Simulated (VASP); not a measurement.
# InP (Fm-3m) in VASP: notebook

The runs below take InP through single point, with PBEsol, LDA.

All numbers are computed with VASP 6.6.1; they aren't measurements. Logs are shortened: lines on timing, memory, paths and dates and some standing lists are left out, and cuts for length are marked.

**1. The cell of the first run**

It takes space group Fm-3m (No. 225, cubic). The conventional cell has a = 5.501 Å, b = 5.501 Å, c = 5.501 Å, α = 90.00°, β = 90.00°, γ = 90.00°. In (site symmetry m-3m) has 6 P at 2.75 Å within 3.6 Å. P (site symmetry m-3m) has 6 In at 2.75 Å within 3.6 Å.

**2. Single point, PBEsol**

Contents of INCAR:

```
SYSTEM = InP
PREC     = Accurate       ! precision mode
ENCUT    = 520            ! plane-wave cutoff, eV
EDIFF    = 1E-6           ! SCF threshold, eV
ISMEAR   = -1             ! smearing method
SIGMA    = 0.05           ! smearing width, eV
LREAL    = .FALSE.        ! projectors in reciprocal space
LASPH    = .TRUE.         ! aspherical terms in the spheres
NELM     = 100            ! most SCF steps
ALGO     = Normal         ! electronic algorithm
ISIF     = 2              ! what is computed and relaxed
LWAVE    = .FALSE.        ! write WAVECAR
LCHARG   = .TRUE.         ! write CHGCAR
GGA      = PS             ! functional
LELF     = .TRUE.         ! ELF
LVHAR    = .TRUE.       
NBANDS   = 16             ! bands
```

Contents of KPOINTS:

```
regular mesh
0
G
  8 8 8
  0 0 0
```

Contents of POSCAR:

```
InP
1.0
    0.0000000000      2.7502506615      2.7502506615
    2.7502506615      0.0000000000      2.7502506615
    2.7502506615      2.7502506615      0.0000000000
In P
1 1
Direct
    0.0000000000      0.0000000000      0.0000000000
    0.5000000000      0.5000000000      0.5000000000
```

Potentials or basis: VASP PAW PBE potentials, release 64 (In_d, P).

Run with:

```bash
cat potpaw_PBE.64/In_d/POTCAR potpaw_PBE.64/P/POTCAR > POTCAR
mpirun -np 1 vasp_std > vasp.out
```

OUTCAR:

```text
SYSTEM = InP
   PREC = Accurate
   ENCUT = 520
   EDIFF = 1E-6
   ISMEAR = -1
   LREAL = .FALSE.
   LASPH = .TRUE.
   NELM = 100
   ISIF = 2
   GGA = PS

 ion  position               nearest neighbor table
   1  0.000  0.000  0.000-   2 2.75   2 2.75   2 2.75   2 2.75   2 2.75   2 2.75
   2  0.500  0.500  0.500-   1 2.75   1 2.75   1 2.75   1 2.75   1 2.75   1 2.75

  LATTYP: Found a face centered cubic cell.
 ALAT       =     5.5005013230

  Lattice vectors:

 A1 = (   0.0000000000,   2.7502506615,   2.7502506615)
 A2 = (   2.7502506615,   0.0000000000,   2.7502506615)
 A3 = (   2.7502506615,   2.7502506615,   0.0000000000)

Analysis of symmetry for initial positions (statically):
=====================================================================
 Subroutine PRICEL returns:
 Original cell was already a primitive cell.

 Routine SETGRP: Setting up the symmetry group for a
 face centered cubic supercell.

 Subroutine GETGRP returns: Found 48 space group operations
 (whereof 48 operations were pure point group operations)
 out of a pool of 48 trial point group operations.

The static configuration has the point symmetry O_h .

Analysis of symmetry for dynamics (positions and initial velocities):
=====================================================================
 Subroutine PRICEL returns:
 Original cell was already a primitive cell.

 Routine SETGRP: Setting up the symmetry group for a
 face centered cubic supercell.

 Subroutine GETGRP returns: Found 48 space group operations
 (whereof 48 operations were pure point group operations)
 out of a pool of 48 trial point group operations.

The dynamic configuration has the point symmetry O_h .

 Subroutine INISYM returns: Found 48 space group operations
 (whereof 48 operations are pure point group operations),
 and found     1 'primitive' translations

----------------------------------------------------------------------------------------

                                     Primitive cell

  volume of cell :      41.6051

  direct lattice vectors                    reciprocal lattice vectors
     0.000000000  2.750250661  2.750250661    -0.181801611  0.181801611  0.181801611
     2.750250661  0.000000000  2.750250661     0.181801611 -0.181801611  0.181801611
     2.750250661  2.750250661  0.000000000     0.181801611  0.181801611 -0.181801611

  length of vectors
[... 74 lines left out ...]
   ISTART =      0    job   : 0-new  1-cont  2-samecut
   ICHARG =      2    charge: 1-file 2-atom 10-const
   ISPIN  =      1    spin polarized calculation?
   LNONCOLLINEAR =      F non collinear calculations
   LSORBIT =      F    spin-orbit coupling
   LASPH  =      T    aspherical Exc in radial PAW
   ENCUT  =  520.0 eV  38.22 Ry    6.18 a.u.   7.23  7.23  7.23*2*pi/ulx,y,z
   NELM   =    100;   NELMIN=  2; NELMDL= -5     # of ELM steps
   EDIFF  = 0.1E-05   stopping-criterion for ELM
   LREAL  =      F    real-space projection
   EDIFFG = 0.1E-04   stopping-criterion for IOM
   NSW    =      0    number of steps for IOM
   IBRION =     -1    ionic relax: 0-MD 1-quasi-New 2-CG
   NFREE  =      0    steps in history (QN), initial steepest desc. (CG)
   ISIF   =      2    stress and relaxation
   ISYM   =      2    0-nonsym 1-usesym 2-fastsym
   POTIM  = 0.5000    time-step for ionic-motion
   TEBEG  =    0.0;   TEEND  =   0.0 temperature during run
   PSTRESS=    0.0 pullay stress
   NELECT =      18.0000    total number of electrons
   NUPDOWN=      -1.0000    fix difference up-down
   EMIN   =  10.00;   EMAX   =-10.00  energy-range for DOS
   EFERMI =   0.00;   METHOD = LEGACY
   ISMEAR =    -1;   SIGMA  =   0.05  broadening in eV -4-tet -1-fermi 0-gaus
   EFERMI_NEDOS =   21; number of points for ismear=-14 and -15
   IALGO  =     38    algorithm
   IMIX   =      4    mixing-type and parameters
     AMIX     =   0.40;   BMIX     =  1.00
     AMIX_MAG =   1.60;   BMIX_MAG =  1.00
  volume/ion in A,a.u.               =      20.80       140.38
  Fermi-wavevector in a.u.,A,eV,Ry     =   1.238179  2.339819 20.858914  1.533087
  Thomas-Fermi vector in A             =   2.372715
   LORBIT       =      0    0 simple, 1 ext, 2 COOP (PROOUT), +10 PAW based schemes
   GGA     = PS    functional components
   LHFCALC =     F    Hartree Fock is set to
   AEXX    =    0.0000 exact exchange contribution
   IVDW    =     0    specifies the selected vdW correction
   LEPSILON=     F    determine dielectric tensor
   LRPA    =     F    only Hartree local field effects (RPA)
 non-spin polarized calculation
  energy-cutoff  :      520.00
  volume of cell :       41.61
 maximum number of plane-waves:      1139
 NGX is ok and might be reduce to    30
   NGX = 15   NGY = 15   NGZ = 15

 number of electron      18.0000006 magnetization

 Free energy of the ion-electron system (eV)
  ---------------------------------------------------
  ext. energy  EPLUGINS =         0.00000000
  ---------------------------------------------------
  free energy    TOTEN  =        -8.78548281 eV

  energy without entropy =       -8.77299282  energy(sigma->0) =       -8.77923781

 E-fermi :   7.2767     XC(G=0): -10.6447

 val. band max:        7.2546734071   @ k =  -0.3750   0.5000   0.1250
 cond. band min:       7.3022184247   @ k =  -0.3750   0.3750   0.0000
 fundamental gap:      0.0475450176
 Fermi energy:         7.2766742884

 k-point     1 :       0.0000    0.0000    0.0000
  band No.  band energies     occupation
      1      -7.0039      2.00000
      2      -7.0039      2.00000
      3      -6.9815      2.00000
      4      -6.9815      2.00000
      5      -6.9815      2.00000
      6      -4.9964      2.00000
[... 433 lines left out ...]
      3      -6.9681      2.00000
      4      -6.9297      2.00000
      5      -6.8839      2.00000
      6      -2.2813      2.00000
[... 8 lines left out ...]
     15      17.2771      0.00000
     16      20.0308      0.00000

 [... further k-points ...]
[... 5 lines left out ...]
  --------------------------------------------------------------------------------------
  -------------------------------------------------------------------------------------
  Total       -0.4865576     -0.4865576     -0.4865576      0.0000000      0.0000000      0.0000000
  in kB      -18.7369112    -18.7369112    -18.7369112      0.0000000      0.0000000      0.0000000
  external PRESSURE =     -18.7369112 kB  Pullay stress =       0.0000000 kB

 VOLUME and BASIS-vectors are now :
 -----------------------------------------------------------------------------
  energy-cutoff  :      520.00
  volume of cell :       41.61
      direct lattice vectors                 reciprocal lattice vectors
     0.000000000  2.750250661  2.750250661    -0.181801611  0.181801611  0.181801611
     2.750250661  0.000000000  2.750250661     0.181801611 -0.181801611  0.181801611
     2.750250661  2.750250661  0.000000000     0.181801611  0.181801611 -0.181801611

 POSITION                                       TOTAL-FORCE (eV/Angst)
 -----------------------------------------------------------------------------------
      0.00000      0.00000      0.00000         0.000000      0.000000      0.000000
      2.75025      2.75025      2.75025        -0.000000     -0.000000     -0.000000
 -----------------------------------------------------------------------------------
    total drift:                               -0.000000      0.000000      0.000000

  FREE ENERGIE OF THE ION-ELECTRON SYSTEM (eV)
  ---------------------------------------------------
  free  energy   TOTEN  =        -8.7854828089 eV

  energy  without entropy=       -8.7729928172  energy(sigma->0) =       -8.77923781
```

stdout:

```text
POSCAR found type information on POSCAR InP
 POSCAR found :  2 types and       2 ions
 scaLAPACK will be used
 -----------------------------------------------------------------------------
|                                                                             |
|                                                                             |
|     You enforced a specific xc type in the INCAR file but a different       |
|     I HOPE YOU KNOW WHAT YOU ARE DOING!                                     |
|                                                                             |
 -----------------------------------------------------------------------------

 LDA part: xc-table for (Slater+PW92), standard interpolation
 POSCAR, INCAR and KPOINTS ok, starting setup
 FFT: planning ... GRIDC
 FFT: planning ... GRID_SOFT
 FFT: planning ... GRID
 WAVECAR not read
 entering main loop
```

Run time: 25 s. Hardware: 1 thread of Intel Xeon Platinum 8488C (Sapphire Rapids), shared host; peak memory 0.17 GiB.

Results:

```
Free energy            : -8.7855 eV
Pressure               : -1.9 GPa
Band gap on the k mesh : zero (band 9 reaches 7.50 eV, above the bottom of band 10 at 4.77 eV)
```

Levels at points of the mesh, in eV from the Fermi level:
| k point | band 5 | band 6 | band 7 | band 8 | band 9 | band 10 | band 11 | band 12 | band 13 | band 14 |
| --- | --- | --- | --- | --- | --- | --- | --- | --- | --- | --- |
| (0.00, 0.00, 0.00) | -14.26 | -12.27 | -0.37 | -0.37 | -0.37 | 0.54 | 6.97 | 6.97 | 6.97 | 8.42 |
| (0.50, 0.00, 0.00) | -14.17 | -10.10 | -6.89 | 0.08 | 0.08 | 2.32 | 3.24 | 3.24 | 5.21 | 11.01 |
| (0.50, 0.50, 0.00) | -14.13 | -8.92 | -5.21 | -2.64 | -2.51 | -2.51 | 3.62 | 9.89 | 9.89 | 10.18 |

Caveat: the PAW data sets were made with another functional, which shifts forces and pressure a little; spin-orbit coupling is left out, which moves the levels of the heavy elements.

**3. Single point, LDA**

This run uses another cell than the first one, of 21.23 Å³/atom, 1.020 times its volume.

Contents of INCAR:

```
PREC = Accurate
ENCUT = 520
EDIFF = 1E-6
ISMEAR = -1
SIGMA = 0.05
LREAL = F
LASPH = T
NELM = 80
ALGO = Normal
ISIF = 2
LWAVE = F
LCHARG = F
GGA = CA
NBANDS = 16
```

Contents of KPOINTS:

```
Automatic mesh
0
Gamma
  8 8 8
```

Contents of POSCAR:

```
InP
1.0
    0.0000000000      2.7688340000      2.7688340000
    2.7688340000      0.0000000000      2.7688340000
    2.7688340000      2.7688340000      0.0000000000
In P
1 1
Direct
    0.0000000000      0.0000000000      0.0000000000
    0.5000000000      0.5000000000      0.5000000000
```

Potentials or basis: VASP PAW LDA potentials, release 64 (In_d, P).

Run with:

```bash
cat potpaw_LDA.64/In_d/POTCAR potpaw_LDA.64/P/POTCAR > POTCAR
mpirun -np 1 vasp_std > vasp.out
```

Wall time 22 s (1 thread of Intel Xeon Platinum 8488C (Sapphire Rapids), shared host); peak memory 0.15 GiB.

Results (log left out):

- Free energy: -9.2702 eV
- Pressure: -5.1 GPa
- Band gap on the k mesh: zero (band 9 reaches 7.17 eV, above the bottom of band 10 at 4.51 eV)

Levels at points of the mesh, in eV from the Fermi level:
```csv
k point,band 5,band 6,band 7,band 8,band 9,band 10,band 11,band 12,band 13,band 14
"(0.00, 0.00, 0.00)",-14.22,-12.08,-0.34,-0.34,-0.34,0.30,7.05,7.05,7.05,8.22
"(0.50, 0.00, 0.00)",-14.13,-9.96,-6.78,0.11,0.11,2.32,3.24,3.24,4.99,10.93
"(0.50, 0.50, 0.00)",-14.10,-8.86,-5.03,-2.73,-2.41,-2.41,3.76,9.62,9.62,9.94
```

Caveat: spin-orbit coupling is left out, which moves the levels of the heavy elements.

**4. Single point, LDA**

This run uses another cell than the first one, of 21.65 Å³/atom, 1.041 times its volume.

Contents of INCAR:

```
SYSTEM = InP
PREC = Accurate
ENCUT = 520
EDIFF = 1E-6
ISMEAR = -1
SIGMA = 0.05
LREAL = .FALSE.
LASPH = .TRUE.
NELM = 100
ALGO = Normal
ISIF = 2
LWAVE = .FALSE.
LCHARG = .FALSE.
GGA = CA
NBANDS = 16
```

Contents of KPOINTS:

```
Automatic mesh
0
G
  8 8 8
  0 0 0
```

Contents of POSCAR:

```
InP
1.0
    0.0000000000      2.7871711834      2.7871711834
    2.7871711834      0.0000000000      2.7871711834
    2.7871711834      2.7871711834      0.0000000000
In P
1 1
Direct
    0.0000000000      0.0000000000      0.0000000000
    0.5000000000      0.5000000000      0.5000000000
```

Run with:

```bash
cat potpaw_LDA.64/In_d/POTCAR potpaw_LDA.64/P/POTCAR > POTCAR
mpirun -np 1 vasp_std > vasp.out
```

Run time: 19 s. Hardware: 1 thread of Intel Xeon Platinum 8488C (Sapphire Rapids), shared host; peak memory 0.15 GiB.

The run converged. Its results:

- Free energy: -9.2404 eV
- Pressure: -6.3 GPa
- Band gap on the k mesh: zero (band 9 reaches 6.92 eV, above the bottom of band 10 at 4.34 eV)

Levels at points of the mesh, in eV from the Fermi level:
```
           k point  band 6  band 7  band 8  band 9  band 10  band 11  band 12  band 13
(0.00, 0.00, 0.00)  -11.92   -0.32   -0.32   -0.32     0.15     7.05     7.05     7.05
(0.50, 0.00, 0.00)   -9.88   -6.67    0.11    0.11     2.32     3.25     3.25     4.85
(0.50, 0.50, 0.00)   -8.83   -4.91   -2.74   -2.34    -2.34     3.80     9.46     9.46
```

Caveat: spin-orbit coupling is left out, which moves the levels of the heavy elements.

**5. Overview**

| level | potentials or basis | cell | gap on the mesh (eV) | pressure (GPa) |
| --- | --- | --- | --- | --- |
| PBEsol | VASP PAW PBE potentials, release 64 (In_d, P) | a = 3.889 Å, angles 60.0°, 2 atoms | none | -1.9 |
| LDA | VASP PAW LDA potentials, release 64 (In_d, P) | a = 3.916 Å, angles 60.0°, 2 atoms | none | -5.1 |
| LDA | VASP PAW LDA potentials, release 64 (In_d, P) | a = 3.942 Å, angles 60.0°, 2 atoms | none | -6.3 |

Alike in all rows: task single point; no spin polarisation; k mesh 8 × 8 × 8; cutoff (eV) 520; smearing fermi-dirac 0.05 eV.

Caveats: spin-orbit coupling is left out, which moves the levels of the heavy elements; the PAW data sets were made with another functional, which shifts forces and pressure a little (some runs).

Absolute energies hang on the potentials; compare differences alone.
